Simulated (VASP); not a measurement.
# NbP (I4_1md) in VASP: relaxation of shape and atoms at fixed volume with PBE

Aim: the relaxation of shape and atoms at fixed volume of NbP with PBE.

Program: VASP 6.6.1. These are calculated values, not measurements. Logs are shortened: lines on timing, memory, paths and dates and some standing lists are left out, and cuts for length are marked.

### 1 The cell of the first run

It takes space group I4_1md (No. 109, tetragonal). The conventional cell has a = 3.324 Å, b = 3.324 Å, c = 11.358 Å, α = 90.00°, β = 90.00°, γ = 90.00°. Nb (site symmetry 2mm) has 6 P at 2.53 Å and 8 Nb at 3.29 to 3.32 Å within 3.4 Å. Within 3.4 Å of P (site symmetry 2mm) lie 6 Nb at 2.53 Å and 8 P at 3.29 to 3.32 Å.

### 2 Relaxation of shape and atoms at fixed volume, PBE (15.68 Å³/atom)

INCAR

```
SYSTEM = NbP
PREC     = Accurate       ! precision mode
ENCUT    = 600            ! plane-wave cutoff, eV
EDIFF    = 1E-7           ! SCF threshold, eV
ISMEAR   = 0              ! smearing method
SIGMA    = 0.05           ! smearing width, eV
LREAL    = .FALSE.        ! projectors in reciprocal space
LASPH    = .TRUE.         ! aspherical terms in the spheres
NELM     = 60             ! most SCF steps
ALGO     = Normal         ! electronic algorithm
ISIF     = 4              ! what is computed and relaxed
LWAVE    = .FALSE.        ! write WAVECAR
LCHARG   = .FALSE.        ! write CHGCAR
GGA      = PE             ! functional
IBRION   = 2              ! ionic algorithm
NSW      = 60             ! ionic steps
EDIFFG   = -0.01          ! ionic threshold
```

KPOINTS

```
regular mesh
0
G
  14 14 14
  0 0 0
```

POSCAR

```
NbP
1.0
   -1.6618853565      1.6618853565      5.6790399772
    1.6618853565     -1.6618853565      5.6790399772
    1.6618853565      1.6618853565     -5.6790399772
Nb P
2 2
Direct
    0.5000094769      0.5000094769      0.0000000000
    0.2500094769      0.7500094769      0.5000000000
    0.0826190931      0.0826190931      0.0000000000
    0.8326190931      0.3326190931      0.5000000000
```

Potentials or basis: VASP PAW PBE potentials, release 64 (Nb_sv, P).

On the command line:

```
$ cat potpaw_PBE.64/Nb_sv/POTCAR potpaw_PBE.64/P/POTCAR > POTCAR
$ mpirun -np 1 vasp_std > vasp.out
```

OUTCAR:

```text
SYSTEM = NbP
   PREC = Accurate
   ENCUT = 600
   EDIFF = 1E-7
   ISMEAR = 0
   LREAL = .FALSE.
   LASPH = .TRUE.
   NELM = 60
   ISIF = 4
   GGA = PE
   IBRION = 2
   NSW = 60
   EDIFFG = -0.01

 ion  position               nearest neighbor table
   1  0.500  0.500  0.000-   4 2.53   4 2.53   3 2.53   3 2.53   3 2.53   3 2.53
   2  0.250  0.750  0.500-   3 2.53   3 2.53   4 2.53   4 2.53   4 2.53   4 2.53
   3  0.083  0.083  0.000-   2 2.53   2 2.53   1 2.53   1 2.53   1 2.53   1 2.53
   4  0.833  0.333  0.500-   1 2.53   1 2.53   2 2.53   2 2.53   2 2.53   2 2.53

  LATTYP: Found a body centered tetragonal cell.
 ALAT       =     3.3237707130
 C/A-ratio  =     3.4172272804

  Lattice vectors:

 A1 = (  -1.6618853565,   1.6618853565,   5.6790399772)
 A2 = (   1.6618853565,  -1.6618853565,   5.6790399772)
 A3 = (   1.6618853565,   1.6618853565,  -5.6790399772)

Analysis of symmetry for initial positions (statically):
=====================================================================
 Subroutine PRICEL returns:
 Original cell was already a primitive cell.

 Routine SETGRP: Setting up the symmetry group for a
 body centered tetragonal supercell.

 Subroutine GETGRP returns: Found  8 space group operations
 (whereof  4 operations were pure point group operations)
 out of a pool of 16 trial point group operations.

The static configuration has the point symmetry C_2v.
 The point group associated with its full space group is C_4v.

Analysis of symmetry for dynamics (positions and initial velocities):
=====================================================================
 Subroutine PRICEL returns:
 Original cell was already a primitive cell.

 Routine SETGRP: Setting up the symmetry group for a
 body centered tetragonal supercell.

 Subroutine GETGRP returns: Found  8 space group operations
 (whereof  4 operations were pure point group operations)
 out of a pool of 16 trial point group operations.

The dynamic configuration has the point symmetry C_2v.
 The point group associated with its full space group is C_4v.

 Subroutine INISYM returns: Found  8 space group operations
 (whereof  4 operations are pure point group operations),
 and found     1 'primitive' translations

----------------------------------------------------------------------------------------

                                     Primitive cell

  volume of cell :      62.7389

  direct lattice vectors                    reciprocal lattice vectors
    -1.661885357  1.661885357  5.679039977     0.000000000  0.300863112  0.088043050
     1.661885357 -1.661885357  5.679039977     0.300863112  0.000000000  0.088043050
     1.661885357  1.661885357 -5.679039977     0.300863112  0.300863112  0.000000000

  length of vectors
     6.146154972  6.146154972  6.146154972     0.313480766  0.313480766  0.425484693

  position of ions in fractional coordinates (direct lattice)
     0.500009477  0.500009477  0.000000000
     0.250009477  0.750009477  0.500000000
     0.082619093  0.082619093  0.000000000
     0.832619093  0.332619093  0.500000000

  ion indices of the primitive-cell ions
   primitive index   ion index
                 1           1
                 2           2
                 3           3
                 4           4

----------------------------------------------------------------------------------------

 KPOINTS: regular mesh

Automatic generation of k-mesh.
 Grid dimensions read from file:
 generate k-points for:   14   14   14

 Generating k-lattice:

  Cartesian coordinates                     Fractional coordinates (reciprocal lattice)
     0.000000000  0.021490222  0.006288789     0.071428571  0.000000000 -0.000000000
     0.021490222  0.000000000  0.006288789     0.000000000  0.071428571 -0.000000000
     0.021490222  0.021490222  0.000000000     0.000000000  0.000000000  0.071428571

  Length of vectors
     0.022391483  0.022391483  0.030391764

  Shift w.r.t. Gamma in fractional coordinates (k-lattice)
     0.000000000  0.000000000  0.000000000

 Subroutine IBZKPT returns following result:
 ===========================================

 Found    244 irreducible k-points:

 Following reciprocal coordinates:
            Coordinates               Weight
  0.000000  0.000000  0.000000      1.000000
  0.071429  0.000000 -0.000000      8.000000
  0.142857  0.000000 -0.000000      8.000000
  0.214286  0.000000 -0.000000      8.000000
  0.285714  0.000000 -0.000000      8.000000
  0.357143  0.000000  0.000000      8.000000
[... 16 lines left out ...]
  0.214286  0.142857 -0.000000     16.000000
  0.285714  0.142857 -0.000000     16.000000
 [... further k-points ...]
   k-points           NKPTS =    244   k-points in BZ     NKDIM =    244   number of bands    NBANDS=     22
   number of dos      NEDOS =    301   number of ions     NIONS =      4
   total plane-waves  NPLWV = 125000
   dimension x,y,z NGX =    50 NGY =   50 NGZ =   50
   dimension x,y,z NGXF=   100 NGYF=  100 NGZF=  100
   ions per type =               2   2
   NGX,Y,Z   is equivalent  to a cutoff of  13.52, 13.52, 13.52 a.u.
   NGXF,Y,Z  is equivalent  to a cutoff of  27.05, 27.05, 27.05 a.u.
 SYSTEM =  NbP
   PREC   = accura    normal or accurate (medium, high low for compatibility)
   ISTART =      0    job   : 0-new  1-cont  2-samecut
   ICHARG =      2    charge: 1-file 2-atom 10-const
   ISPIN  =      1    spin polarized calculation?
   LNONCOLLINEAR =      F non collinear calculations
   LSORBIT =      F    spin-orbit coupling
   LASPH  =      T    aspherical Exc in radial PAW
   ENCUT  =  600.0 eV  44.10 Ry    6.64 a.u.  12.28 12.28 12.28*2*pi/ulx,y,z
   NELM   =     60;   NELMIN=  2; NELMDL= -5     # of ELM steps
   EDIFF  = 0.1E-06   stopping-criterion for ELM
   LREAL  =      F    real-space projection
   EDIFFG = -.1E-01   stopping-criterion for IOM
   NSW    =     60    number of steps for IOM
   IBRION =      2    ionic relax: 0-MD 1-quasi-New 2-CG
   NFREE  =      1    steps in history (QN), initial steepest desc. (CG)
   ISIF   =      4    stress and relaxation
   ISYM   =      2    0-nonsym 1-usesym 2-fastsym
   POTIM  = 0.5000    time-step for ionic-motion
   TEBEG  =    0.0;   TEEND  =   0.0 temperature during run
   PSTRESS=    0.0 pullay stress
   NELECT =      36.0000    total number of electrons
   NUPDOWN=      -1.0000    fix difference up-down
   EMIN   =  10.00;   EMAX   =-10.00  energy-range for DOS
   EFERMI =   0.00;   METHOD = LEGACY
   ISMEAR =     0;   SIGMA  =   0.05  broadening in eV -4-tet -1-fermi 0-gaus
   EFERMI_NEDOS =   21; number of points for ismear=-14 and -15
   IALGO  =     38    algorithm
   IMIX   =      4    mixing-type and parameters
     AMIX     =   0.40;   BMIX     =  1.00
     AMIX_MAG =   1.60;   BMIX_MAG =  1.00
  volume/ion in A,a.u.               =      15.68       105.85
  Fermi-wavevector in a.u.,A,eV,Ry     =   1.360390  2.570764 25.179758  1.850660
  Thomas-Fermi vector in A             =   2.487056
   LORBIT       =      0    0 simple, 1 ext, 2 COOP (PROOUT), +10 PAW based schemes
   GGA     = PE    functional components
   LHFCALC =     F    Hartree Fock is set to
   AEXX    =    0.0000 exact exchange contribution
   IVDW    =     0    specifies the selected vdW correction
   LEPSILON=     F    determine dielectric tensor
   LRPA    =     F    only Hartree local field effects (RPA)
 conjugate gradient relaxation of ions
 non-spin polarized calculation
 Gauss-broadening in eV      SIGMA  =   0.05
  energy-cutoff  :      600.00
  volume of cell :       62.74
 maximum number of plane-waves:      2119
 NGX is ok and might be reduce to    50
   NGX = 25   NGY = 25   NGZ = 25

--------------------------------------- Ionic step        1  -------------------------------------------

 number of electron      35.9999999 magnetization

 Free energy of the ion-electron system (eV)
  ---------------------------------------------------
  ext. energy  EPLUGINS =         0.00000000
  ---------------------------------------------------
  free energy    TOTEN  =       -35.30625574 eV

  energy without entropy =      -35.30561828  energy(sigma->0) =      -35.30593701

------------------------ aborting loop because EDIFF is reached ----------------------------------------

  FORCE on cell =-STRESS in cart. coord.  units (eV):
  Direction    XX          YY          ZZ          XY          YZ          ZX
  --------------------------------------------------------------------------------------
  -------------------------------------------------------------------------------------
  Total        1.4868210      1.4868210      1.2585151      0.0000000      0.0000000      0.0000000
  in kB       37.9692697     37.9692697     32.1389711      0.0000000      0.0000000      0.0000000
  external PRESSURE =      36.0258368 kB  Pullay stress =       0.0000000 kB

 VOLUME and BASIS-vectors are now :
 -----------------------------------------------------------------------------
  energy-cutoff  :      600.00
  volume of cell :       62.74
      direct lattice vectors                 reciprocal lattice vectors
    -1.661885357  1.661885357  5.679039977     0.000000000  0.300863112  0.088043050
     1.661885357 -1.661885357  5.679039977     0.300863112  0.000000000  0.088043050
     1.661885357  1.661885357 -5.679039977     0.300863112  0.300863112  0.000000000
[... 77 lines left out ...]
 POSITION                                       TOTAL-FORCE (eV/Angst)
 -----------------------------------------------------------------------------------
      0.00000      0.00000      5.66759        -0.000000     -0.000000      0.019117
      1.66363      0.00000      2.83402        -0.000000     -0.000000      0.019117
      0.00000      0.00000      0.93609        -0.000000      0.000000     -0.019117
      0.00000      1.66363      3.76965         0.000000     -0.000000     -0.019117
 -----------------------------------------------------------------------------------
    total drift:                               -0.000000     -0.000000      0.000083

  FREE ENERGIE OF THE ION-ELECTRON SYSTEM (eV)
  ---------------------------------------------------
  free  energy   TOTEN  =       -35.3064996855 eV

  energy  without entropy=      -35.3058240220  energy(sigma->0) =      -35.30616185

--------------------------------------- Ionic step        4  -------------------------------------------

 number of electron      35.9999999 magnetization

 Free energy of the ion-electron system (eV)
  ---------------------------------------------------
  ext. energy  EPLUGINS =         0.00000000
  ---------------------------------------------------
  free energy    TOTEN  =       -35.30653079 eV

  energy without entropy =      -35.30585408  energy(sigma->0) =      -35.30619243

 E-fermi :  10.9178     XC(G=0): -12.1184

 val. band max:       10.9036148558   @ k =  -0.0714  -0.4286   0.0714
 cond. band min:      10.9216048449   @ k =  -0.0714   0.5000   0.0714
 fundamental gap:      0.0179899891
 Fermi energy:        10.9177897125

 k-point     1 :       0.0000    0.0000    0.0000
  band No.  band energies     occupation
      1     -43.9631      2.00000
      2     -43.9200      2.00000
      3     -20.2598      2.00000
      4     -20.0348      2.00000
      5     -20.0348      2.00000
      6     -19.8854      2.00000
[... 14 lines left out ...]
     21      13.6728      0.00000
     22      14.1306      0.00000
[... 552 lines left out ...]
  band No.  band energies     occupation
      1     -43.9392      2.00000
      2     -43.9137      2.00000
      3     -20.2369      2.00000
      4     -20.1481      2.00000
      5     -20.0717      2.00000
      6     -20.0325      2.00000
[... 14 lines left out ...]
     21      13.1198      0.00000
     22      14.1441      0.00000

 [... further k-points ...]
[... 5 lines left out ...]
  --------------------------------------------------------------------------------------
  -------------------------------------------------------------------------------------
  Total        1.3821608      1.3821608      1.3793051      0.0000000      0.0000000      0.0000000
  in kB       35.2965383     35.2965383     35.2236106      0.0000000      0.0000000      0.0000000
  external PRESSURE =      35.2722291 kB  Pullay stress =       0.0000000 kB

 VOLUME and BASIS-vectors are now :
 -----------------------------------------------------------------------------
  energy-cutoff  :      600.00
  volume of cell :       62.74
      direct lattice vectors                 reciprocal lattice vectors
    -1.663807392  1.663807392  5.665926664     0.000000000  0.300515554  0.088246818
     1.663807392 -1.663807392  5.665926664     0.300515554  0.000000000  0.088246818
     1.663807392  1.663807392 -5.665926664     0.300515554  0.300515554  0.000000000

 POSITION                                       TOTAL-FORCE (eV/Angst)
 -----------------------------------------------------------------------------------
      1.66381      1.66381      0.00145        -0.000000     -0.000000     -0.003034
      1.66381     -0.00000      2.83441        -0.000000     -0.000000     -0.003034
      0.00000      0.00000      0.93489         0.000000     -0.000000      0.003034
      0.00000      1.66381      3.76785        -0.000000      0.000000      0.003034
 -----------------------------------------------------------------------------------
    total drift:                               -0.000000     -0.000000     -0.000455

  FREE ENERGIE OF THE ION-ELECTRON SYSTEM (eV)
  ---------------------------------------------------
  free  energy   TOTEN  =       -35.3065307858 eV

  energy  without entropy=      -35.3058540768  energy(sigma->0) =      -35.30619243

 reached required accuracy - stopping structural energy minimisation
```

It took 33 min on 1 thread of Intel Xeon Platinum 8124M at 3.00GHz (Skylake/Cascade Lake), shared host; peak memory 0.62 GiB.

Results:

```
Free energy                  : -35.3065 eV
Energy gained by relaxing    : 0.1 meV/atom
Ionic steps                  : 4
Pressure after relaxing      : 3.5 GPa
Largest force after relaxing : 0.003 eV/Å
Band gap on the k mesh       : zero (bands 18 and 19 overlap by 0.10 eV)
```

Forces in eV/Å, atoms in the order of the input:
```
Nb   0.000  0.000 -0.003
Nb   0.000  0.000 -0.003
P    0.000  0.000  0.003
P    0.000  0.000  0.003
```

The path:
```tsv
step	energy change (eV)	largest force (eV/Å)	pressure (GPa)	volume (Å³)
1	0.0000	0.0062	3.60	62.74
2	-0.0002	0.0175	3.55	62.74
3	-0.0002	0.0191	3.54	62.74
4	-0.0003	0.0030	3.53	62.74
```

Final structure:
```
Nb P
1.0
    -1.66381    1.66381    5.66593
     1.66381   -1.66381    5.66593
     1.66381    1.66381   -5.66593
Nb P
2 2
Direct
  0.50013 0.50013 0.00000
  0.25013 0.75013 0.50000
  0.08250 0.08250 0.00000
  0.83250 0.33250 0.50000
```

Levels at points of the mesh, in eV from the Fermi level:
```tsv
k point	band 14	band 15	band 16	band 17	band 18	band 19	band 20	band 21	band 22
(0.00, 0.00, 0.00)	-2.28	-2.19	-1.74	-1.38	-1.38	0.82	1.63	2.76	3.21
(0.50, 0.00, 0.00)	-3.31	-2.38	-1.87	-1.55	-0.09	0.06	1.34	2.54	2.71
(0.50, 0.50, 0.00)	-4.70	-2.86	-2.86	-0.44	-0.44	3.05	3.05	3.16	3.16
(0.50, 0.50, 0.50)	-2.77	-2.76	-2.76	-0.53	-0.53	1.20	1.20	2.40	2.40
```
